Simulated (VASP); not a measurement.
# BaCd3Se4 in VASP: a series of runs

The runs below take BaCd3Se4 through single point, with PBE.

Program: VASP 6.6.1. These are calculated values, not measurements. Logs are shortened: lines on timing, memory, paths and dates and some standing lists are left out, and cuts for length are marked.

### 1 The cell of the first run

The structure is cubic, space group P-43m (No. 215). The conventional cell has a = 6.483 Å, b = 6.483 Å, c = 6.483 Å, α = 90.00°, β = 90.00°, γ = 90.00°. Ba (site symmetry -43m) has 4 Se at 3.08 Å within 4.1 Å. Cd (site symmetry -42m) has 4 Se at 2.73 Å within 3.6 Å. Within 3.6 Å of Se (site symmetry 3m) lie 3 Cd at 2.73 Å and 1 Ba at 3.08 Å.

### 2 Single point, PBE

INCAR

```
PREC = Accurate
ENCUT = 520
EDIFF = 1E-7
ISMEAR = 0
SIGMA = 0.15
LREAL = F
LASPH = T
NELM = 80
ALGO = Normal
ISIF = 2
LWAVE = F
LCHARG = F
GGA = PE
NBANDS = 45
```

KPOINTS

```
regular mesh
0
Gamma
  2 2 2
```

POSCAR

```
BaCd3Se4
1.0
    6.4828387210      0.0000000000      0.0000000000
    0.0000000000      6.4828387210      0.0000000000
    0.0000000000      0.0000000000      6.4828387210
Ba Cd Se
1 3 4
Direct
    0.0000000000      0.0000000000      0.0000000000
    0.0000000000      0.5000000000      0.5000000000
    0.5000000000      0.5000000000      0.0000000000
    0.5000000000      0.0000000000      0.5000000000
    0.7253354261      0.7253354261      0.2746645739
    0.7253354261      0.2746645739      0.7253354261
    0.2746645739      0.7253354261      0.7253354261
    0.2746645739      0.2746645739      0.2746645739
```

Potentials or basis: VASP PAW PBE potentials, release 64 (Ba_sv, Cd, Se).

On the command line:

```
$ cat potpaw_PBE.64/Ba_sv/POTCAR potpaw_PBE.64/Cd/POTCAR potpaw_PBE.64/Se/POTCAR > POTCAR
$ mpirun -np 1 vasp_std > vasp.out
```

OUTCAR:

```text
PREC = Accurate
   ENCUT = 520
   EDIFF = 1E-7
   ISMEAR = 0
   LREAL = F
   LASPH = T
   NELM = 80
   ISIF = 2
   GGA = PE

 ion  position               nearest neighbor table
   1  0.000  0.000  0.000-   5 3.08   6 3.08   7 3.08   8 3.08
   2  0.000  0.500  0.500-   5 2.73   6 2.73   7 2.73   8 2.73
   3  0.500  0.500  0.000-   5 2.73   6 2.73   7 2.73   8 2.73
   4  0.500  0.000  0.500-   5 2.73   6 2.73   7 2.73   8 2.73
   5  0.725  0.725  0.275-   2 2.73   3 2.73   4 2.73   1 3.08
   6  0.725  0.275  0.725-   2 2.73   3 2.73   4 2.73   1 3.08
   7  0.275  0.725  0.725-   2 2.73   3 2.73   4 2.73   1 3.08
   8  0.275  0.275  0.275-   2 2.73   3 2.73   4 2.73   1 3.08

  LATTYP: Found a simple cubic cell.
 ALAT       =     6.4828387210

  Lattice vectors:

 A1 = (   6.4828387210,   0.0000000000,   0.0000000000)
 A2 = (   0.0000000000,   6.4828387210,   0.0000000000)
 A3 = (   0.0000000000,   0.0000000000,   6.4828387210)

Analysis of symmetry for initial positions (statically):
=====================================================================
 Subroutine PRICEL returns:
 Original cell was already a primitive cell.

 Routine SETGRP: Setting up the symmetry group for a
 simple cubic supercell.

 Subroutine GETGRP returns: Found 24 space group operations
 (whereof 24 operations were pure point group operations)
 out of a pool of 48 trial point group operations.

The static configuration has the point symmetry T_d .

Analysis of symmetry for dynamics (positions and initial velocities):
=====================================================================
 Subroutine PRICEL returns:
 Original cell was already a primitive cell.

 Routine SETGRP: Setting up the symmetry group for a
 simple cubic supercell.

 Subroutine GETGRP returns: Found 24 space group operations
 (whereof 24 operations were pure point group operations)
 out of a pool of 48 trial point group operations.

The dynamic configuration has the point symmetry T_d .

 Subroutine INISYM returns: Found 24 space group operations
 (whereof 24 operations are pure point group operations),
 and found     1 'primitive' translations

----------------------------------------------------------------------------------------

                                     Primitive cell

  volume of cell :     272.4555

[... 83 lines left out ...]
   IBRION =     -1    ionic relax: 0-MD 1-quasi-New 2-CG
   NFREE  =      0    steps in history (QN), initial steepest desc. (CG)
   ISIF   =      2    stress and relaxation
   ISYM   =      2    0-nonsym 1-usesym 2-fastsym
   POTIM  = 0.5000    time-step for ionic-motion
   TEBEG  =    0.0;   TEEND  =   0.0 temperature during run
   PSTRESS=    0.0 pullay stress
   NELECT =      70.0000    total number of electrons
   NUPDOWN=      -1.0000    fix difference up-down
   EMIN   =  10.00;   EMAX   =-10.00  energy-range for DOS
   EFERMI =   0.00;   METHOD = LEGACY
   ISMEAR =     0;   SIGMA  =   0.15  broadening in eV -4-tet -1-fermi 0-gaus
   EFERMI_NEDOS =   21; number of points for ismear=-14 and -15
   IALGO  =     38    algorithm
   IMIX   =      4    mixing-type and parameters
     AMIX     =   0.40;   BMIX     =  1.00
     AMIX_MAG =   1.60;   BMIX_MAG =  1.00
  volume/ion in A,a.u.               =      34.06       229.83
  Fermi-wavevector in a.u.,A,eV,Ry     =   1.040740  1.966714 14.737014  1.083140
  Thomas-Fermi vector in A             =   2.175329
   LORBIT       =      0    0 simple, 1 ext, 2 COOP (PROOUT), +10 PAW based schemes
   GGA     = PE    functional components
   LHFCALC =     F    Hartree Fock is set to
   AEXX    =    0.0000 exact exchange contribution
   IVDW    =     0    specifies the selected vdW correction
   LEPSILON=     F    determine dielectric tensor
   LRPA    =     F    only Hartree local field effects (RPA)
 non-spin polarized calculation
 Gauss-broadening in eV      SIGMA  =   0.15
  energy-cutoff  :      520.00
  volume of cell :      272.46
 maximum number of plane-waves:      7400
   NGX = 25   NGY = 25   NGZ = 25

 number of electron      69.9999975 magnetization

 Free energy of the ion-electron system (eV)
  ---------------------------------------------------
  ext. energy  EPLUGINS =         0.00000000
  ---------------------------------------------------
  free energy    TOTEN  =       -24.86196546 eV

  energy without entropy =      -24.86186602  energy(sigma->0) =      -24.86191574

 E-fermi :   0.5576     XC(G=0):  -8.1336

 val. band max:        0.1576497289   @ k =   0.5000   0.0000   0.0000
 cond. band min:       0.9069420662   @ k =   0.0000   0.0000   0.0000
 fundamental gap:      0.7492923374
 Fermi energy:         0.5576213331

 k-point     1 :       0.0000    0.0000    0.0000
  band No.  band energies     occupation
      1     -26.2516      2.00000
      2     -11.9571      2.00000
      3     -11.9571      2.00000
      4     -11.9571      2.00000
      5     -11.4446      2.00000
      6     -10.6678      2.00000
[... 181 lines left out ...]
     44       5.9879      0.00000
     45       6.1437      0.00000

------------------------ aborting loop because EDIFF is reached ----------------------------------------

  FORCE on cell =-STRESS in cart. coord.  units (eV):
  Direction    XX          YY          ZZ          XY          YZ          ZX
  --------------------------------------------------------------------------------------
  -------------------------------------------------------------------------------------
  Total        0.3474387      0.3474387      0.3474387      0.0000000      0.0000000     -0.0000000
  in kB        2.0431165      2.0431165      2.0431165      0.0000000      0.0000000     -0.0000000
  external PRESSURE =       2.0431165 kB  Pullay stress =       0.0000000 kB

 VOLUME and BASIS-vectors are now :
 -----------------------------------------------------------------------------
  energy-cutoff  :      520.00
  volume of cell :      272.46
      direct lattice vectors                 reciprocal lattice vectors
     6.482838721  0.000000000  0.000000000     0.154253413  0.000000000  0.000000000
     0.000000000  6.482838721  0.000000000     0.000000000  0.154253413  0.000000000
     0.000000000  0.000000000  6.482838721     0.000000000  0.000000000  0.154253413

 POSITION                                       TOTAL-FORCE (eV/Angst)
 -----------------------------------------------------------------------------------
      0.00000      0.00000      0.00000         0.000000      0.000000      0.000000
      0.00000      3.24142      3.24142         0.000000      0.000000      0.000000
      3.24142      3.24142      0.00000         0.000000      0.000000      0.000000
      3.24142      0.00000      3.24142        -0.000000      0.000000      0.000000
      4.70223      4.70223      1.78061        -0.023284     -0.023284      0.023284
      4.70223      1.78061      4.70223        -0.023284      0.023284     -0.023284
      1.78061      4.70223      4.70223         0.023284     -0.023284     -0.023284
      1.78061      1.78061      1.78061         0.023284      0.023284      0.023284
 -----------------------------------------------------------------------------------
    total drift:                               -0.000000     -0.000000      0.000000

  FREE ENERGIE OF THE ION-ELECTRON SYSTEM (eV)
  ---------------------------------------------------
  free  energy   TOTEN  =       -24.8619654589 eV

  energy  without entropy=      -24.8618660234  energy(sigma->0) =      -24.86191574
```

stdout:

```text
POSCAR found type information on POSCAR BaCdSe
 POSCAR found :  3 types and       8 ions
 scaLAPACK will be used
 LDA part: xc-table for (Slater+PW92), standard interpolation
 POSCAR, INCAR and KPOINTS ok, starting setup
 FFT: planning ... GRIDC
 FFT: planning ... GRID_SOFT
 FFT: planning ... GRID
 WAVECAR not read
 entering main loop
```

It took 76 s on 1 thread of AMD EPYC 7R43 (Zen 3), shared host; peak memory 0.29 GiB.

Results:

| Property | Result |
| --- | --- |
| Free energy | -24.8620 eV |
| Pressure | 0.2 GPa |
| Largest force | 0.040 eV/Å |
| Band gap on the k mesh | 0.75 eV, indirect (least direct gap 0.84 eV) |

Forces in eV/Å, atoms in the order of the input:
```
Ba   0.000  0.000  0.000
Cd   0.000  0.000  0.000
Cd   0.000  0.000  0.000
Cd   0.000  0.000  0.000
Se  -0.023 -0.023  0.023
Se  -0.023  0.023 -0.023
Se   0.023 -0.023 -0.023
Se   0.023  0.023  0.023
```

Caveat: the k points lie up to 0.48 Å⁻¹ apart; spin-orbit coupling is left out, which moves the levels of the heavy elements. As with any semilocal functional, this PBE gap is likely too small.

### 3 Single point, PBE

This run uses another cell than the first one, of 33.96 Å³/atom, 0.997 times its volume.

INCAR

```
  ALGO = Normal
  EDIFF = 1E-7
  ENCUT = 520
  GGA = PE
  ISIF = 2
  ISMEAR = 0
  LASPH = T
  LCHARG = F
  LREAL = F
  LWAVE = F
  NBANDS = 45
  NELM = 100
  PREC = Accurate
  SIGMA = 0.1
```

KPOINTS

```
k-points
0
Gamma
  2 2 2
```

POSCAR

```
BaCd3Se4
1.0
    6.4817843683     -0.0202009548     -0.0017366147
   -0.0207280488      6.4748187903      0.0040553491
   -0.0017345866      0.0041050699      6.4729029179
Ba Cd Se
1 3 4
Direct
    0.0013035204      0.9997948845     -0.0045742351
   -0.0009203000      0.5000319590      0.4991448935
    0.4999511312      0.4999761265      0.0024380273
    0.5000775358      1.0000369510      0.5005500767
    0.7266913993      0.7277791676      0.2747487906
    0.7241244651      0.2758635198      0.7266590547
    0.2758468739      0.7232565052      0.7254626495
    0.2729253742      0.2732608863      0.2755707427
```

Potentials or basis: VASP PAW PBE potentials, release 64 (Ba_sv, Cd, Se).

On the command line:

```
$ cat potpaw_PBE.64/Ba_sv/POTCAR potpaw_PBE.64/Cd/POTCAR potpaw_PBE.64/Se/POTCAR > POTCAR
$ mpirun -np 1 vasp_std > vasp.out
```

Wall time 60 s (1 thread of AMD EPYC 9R45 (Zen 5), shared host); peak memory 0.33 GiB.

It converged, with:

| Property | Result |
| --- | --- |
| Free energy | -24.8602 eV |
| Pressure | 0.3 GPa |
| Largest force | 0.054 eV/Å |
| Band gap on the k mesh | 0.75 eV, indirect (least direct gap 0.85 eV) |

Forces in eV/Å, atoms in the order of the input:
```
Ba  -0.001 -0.001  0.004
Cd   0.003 -0.001  0.003
Cd   0.000  0.000  0.001
Cd  -0.001  0.002 -0.004
Se  -0.030 -0.032  0.028
Se  -0.032  0.030 -0.032
Se   0.030 -0.029 -0.029
Se   0.031  0.031  0.030
```

Levels at points of the mesh, in eV from the valence-band top:
| k point | band 32 | band 33 | band 34 | band 35 | band 36 | band 37 | band 38 | band 39 |
| --- | --- | --- | --- | --- | --- | --- | --- | --- |
| (0.00, 0.00, 0.00) | -0.98 | -0.10 | -0.10 | -0.10 | 0.75 | 3.16 | 3.17 | 3.27 |
| (0.50, 0.00, 0.00) | -0.98 | -0.58 | -0.01 | -0.01 | 2.71 | 3.35 | 3.90 | 4.43 |
| (0.00, 0.50, 0.00) | -0.99 | -0.58 | -0.01 | -0.01 | 2.71 | 3.35 | 3.90 | 4.44 |
| (0.50, 0.50, 0.00) | -0.51 | -0.51 | -0.16 | -0.13 | 3.20 | 3.25 | 3.85 | 4.07 |
| (0.00, 0.00, 0.50) | -0.97 | -0.58 | -0.02 | 0.00 | 2.71 | 3.35 | 3.89 | 4.42 |
| (0.50, 0.00, 0.50) | -0.51 | -0.51 | -0.15 | -0.14 | 3.22 | 3.23 | 3.85 | 4.07 |
| (0.00, 0.50, 0.50) | -0.51 | -0.51 | -0.15 | -0.14 | 3.22 | 3.23 | 3.84 | 4.07 |
| (0.50, 0.50, 0.50) | -0.40 | -0.27 | -0.25 | -0.23 | 2.27 | 2.28 | 2.29 | 4.43 |

Caveat: the k points lie up to 0.49 Å⁻¹ apart; spin-orbit coupling is left out, which moves the levels of the heavy elements. A k mesh can miss the band edges.

### 4 Single point, PBE

This run uses another cell than the first one, of 33.92 Å³/atom, 0.996 times its volume.

INCAR

```
  PREC = Accurate
  ENCUT = 520
  EDIFF = 1E-7
  ISMEAR = 0
  SIGMA = 0.1
  LREAL = False
  LASPH = True
  NELM = 80
  ALGO = Normal
  ISIF = 2
  LWAVE = False
  LCHARG = True
  GGA = PE
  LELF = True
  LVHAR = True
  NBANDS = 45
```

KPOINTS

```
Automatic mesh
0
Gamma
  2 2 2
```

POSCAR

```
BaCd3Se4
1.0
    6.4739866298      0.0000000000      0.0000000000
    0.0000000000      6.4739866298      0.0000000000
    0.0000000000      0.0000000000      6.4739866298
Ba Cd Se
1 3 4
Direct
    0.0000000000      1.0000000000      0.0000000000
    0.0000000000      0.5000000000      0.5000000000
    0.5000000000      0.5000000000      0.0000000000
    0.5000000000      1.0000000000      0.5000000000
    0.7248155802      0.7248155802      0.2751844198
    0.7248155802      0.2751844198      0.7248155802
    0.2751844198      0.7248155802      0.7248155802
    0.2751844198      0.2751844198      0.2751844198
```

On the command line:

```
$ cat potpaw_PBE.64/Ba_sv/POTCAR potpaw_PBE.64/Cd/POTCAR potpaw_PBE.64/Se/POTCAR > POTCAR
$ mpirun -np 1 vasp_std > vasp.out
```

Run time: 53 s. Hardware: 1 thread of Intel Xeon Platinum 8375C at 2.90GHz (Ice Lake), shared host; peak memory 0.33 GiB.

Results (log left out):

- Free energy: -24.8605 eV
- Pressure: 0.3 GPa
- Largest force: 0.005 eV/Å
- Band gap on the k mesh: 0.75 eV, indirect (least direct gap 0.84 eV)

Forces in eV/Å, atoms in the order of the input:
```
Ba   0.000  0.000  0.000
Cd   0.000  0.000  0.000
Cd   0.000  0.000  0.000
Cd   0.000  0.000  0.000
Se  -0.003 -0.003  0.003
Se  -0.003  0.003 -0.003
Se   0.003 -0.003 -0.003
Se   0.003  0.003  0.003
```

Levels at points of the mesh, in eV from the valence-band top:
```tsv
k point	band 33	band 34	band 35	band 36	band 37	band 38
(0.00, 0.00, 0.00)	-0.09	-0.09	-0.09	0.75	3.18	3.18
(0.50, 0.00, 0.00)	-0.58	0.00	0.00	2.71	3.37	3.90
(0.50, 0.50, 0.00)	-0.50	-0.14	-0.14	3.24	3.24	3.85
(0.50, 0.50, 0.50)	-0.24	-0.24	-0.24	2.28	2.28	2.28
```

Caveat: the k points lie up to 0.49 Å⁻¹ apart; spin-orbit coupling is left out, which moves the levels of the heavy elements.

### 5 Single point, PBE

This run uses another cell than the first one, of 35.64 Å³/atom, 1.047 times its volume.

INCAR

```
SYSTEM = BaCd3Se4
PREC = Accurate
ENCUT = 520
EDIFF = 1E-6
ISMEAR = 0
SIGMA = 0.15
LREAL = .FALSE.
LASPH = .TRUE.
NELM = 80
ALGO = Normal
ISIF = 2
LWAVE = .FALSE.
LCHARG = .FALSE.
GGA = PE
NBANDS = 45
```

KPOINTS

```
regular mesh
0
G
  2 2 2
  0 0 0
```

POSCAR

```
BaCd3Se4
1.0
    6.5820673720      0.0000000000      0.0000000000
    0.0000000000      6.5820673720      0.0000000000
    0.0000000000      0.0000000000      6.5820673720
Ba Cd Se
1 3 4
Direct
    0.0000000000      0.0000000000      0.0000000000
    0.5000000000      0.0000000000      0.0000000000
    0.0000000000      0.5000000000      0.0000000000
    0.0000000000      0.0000000000      0.5000000000
    0.2596569179      0.2596569179      0.2596569179
    0.2596569179      0.7403430821      0.7403430821
    0.7403430821      0.7403430821      0.2596569179
    0.7403430821      0.2596569179      0.7403430821
```

On the command line:

```
$ cat potpaw_PBE.64/Ba_sv/POTCAR potpaw_PBE.64/Cd/POTCAR potpaw_PBE.64/Se/POTCAR > POTCAR
$ mpirun -np 1 vasp_std > vasp.out
```

It took 73 s on 1 thread of Intel Xeon Platinum 8375C at 2.90GHz (Ice Lake), shared host; peak memory 0.36 GiB.

It converged, with:

```
Free energy            : -22.1836 eV
Pressure               : 0.7 GPa
Largest force          : 0.190 eV/Å
Band gap on the k mesh : 0.93 eV, indirect (least direct gap 0.98 eV)
```

Forces on the atoms (eV/Å):
```
Ba   0.000  0.000  0.000
Cd   0.000  0.000  0.000
Cd   0.000  0.000  0.000
Cd   0.000  0.000  0.000
Se   0.110  0.110  0.110
Se   0.110 -0.110 -0.110
Se  -0.110 -0.110  0.110
Se  -0.110  0.110 -0.110
```

Levels at points of the mesh, in eV from the valence-band top:
```
           k point  band 32  band 33  band 34  band 35  band 36  band 37  band 38  band 39
(0.00, 0.00, 0.00)    -0.18    -0.05    -0.05    -0.05     0.93     2.90     2.90     3.37
(0.50, 0.00, 0.00)    -0.47    -0.47     0.00     0.00     2.57     3.00     3.52     3.52
(0.50, 0.50, 0.00)    -0.62    -0.31    -0.08    -0.08     2.90     2.90     3.02     3.88
(0.50, 0.50, 0.50)    -0.26    -0.17    -0.17    -0.17     2.08     2.08     2.08     3.72
```

Caveat: the k points lie up to 0.48 Å⁻¹ apart; spin-orbit coupling is left out, which moves the levels of the heavy elements.

### 6 Overview

| cell | smearing | gap on the mesh (eV) | pressure (GPa) | largest force (eV/Å) |
| --- | --- | --- | --- | --- |
| a = 6.483 Å, 8 atoms | gaussian 0.15 eV | 0.75 | 0.2 | 0.04 |
| a = 6.482, b = 6.475, c = 6.473 Å, angles 89.9, 90.0, 90.4°, 8 atoms | gaussian 0.1 eV | 0.75 | 0.3 | 0.05 |
| a = 6.474 Å, 8 atoms | gaussian 0.1 eV | 0.75 | 0.3 | - |
| a = 6.582 Å, 8 atoms | gaussian 0.15 eV | 0.93 | 0.7 | 0.19 |

Alike in all rows: task single point; level PBE; potentials or basis VASP PAW PBE potentials, release 64 (Ba_sv, Cd, Se); no spin polarisation; k mesh 2 × 2 × 2; cutoff (eV) 520.

Caveats: all runs use coarse meshes; spin-orbit coupling is left out, which moves the levels of the heavy elements.

Absolute energies hang on the potentials; compare differences alone.
